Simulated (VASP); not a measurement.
HfMo: single point with PBEsol

HfMo:

```
Hf Mo
1.0
     1.67120   -2.47247    0.00000
     1.67120    2.47247    0.00000
     0.00000    0.00000    4.44701
Hf Mo
1 1
Direct
  0.99106 0.98869 0.00228
  0.49411 0.49453 0.51419
```

| Item | Value |
| --- | --- |
| Program | VASP 6.6.1 |
| Task | single point |
| Functional | PBEsol |
| Potentials or basis | VASP PAW PBE potentials, release 64 (Hf_pv, Mo_sv) |
| Cutoff | 500 eV |
| k mesh | 11 × 11 × 7 |
| Occupations | methfessel-paxton, width 0.1 eV |
| Spin | no spin polarisation |

* Pressure: -6.0 GPa
* Largest force: 0.313 eV/Å
* Band gap on the k mesh: zero (bands 12 and 13 overlap by 2.11 eV)

Forces in eV/Å, atoms in the order of the input:
```
Hf   0.090  0.015  0.299
Mo  -0.090 -0.015 -0.299
```

Stress tensor (GPa, compression positive):
```
-5.51  0.00  0.06
 0.00 -6.75  0.00
 0.06  0.00 -5.76
```

Levels at points of the mesh, in eV from the Fermi level:
| k point | band 10 | band 11 | band 12 | band 13 | band 14 | band 15 |
| --- | --- | --- | --- | --- | --- | --- |
| (0.00, 0.00, 0.00) | -1.61 | -0.43 | 0.06 | 1.58 | 1.91 | 2.53 |

It took 4.7 min on 1 thread of Oxide Virtual Turin-like Processor (shared host), peak memory 0.35 GiB.

Caveat: the cell stands under tension; the PAW data sets were made with another functional, which shifts forces and pressure a little; spin-orbit coupling is left out, which moves the levels of the heavy elements.
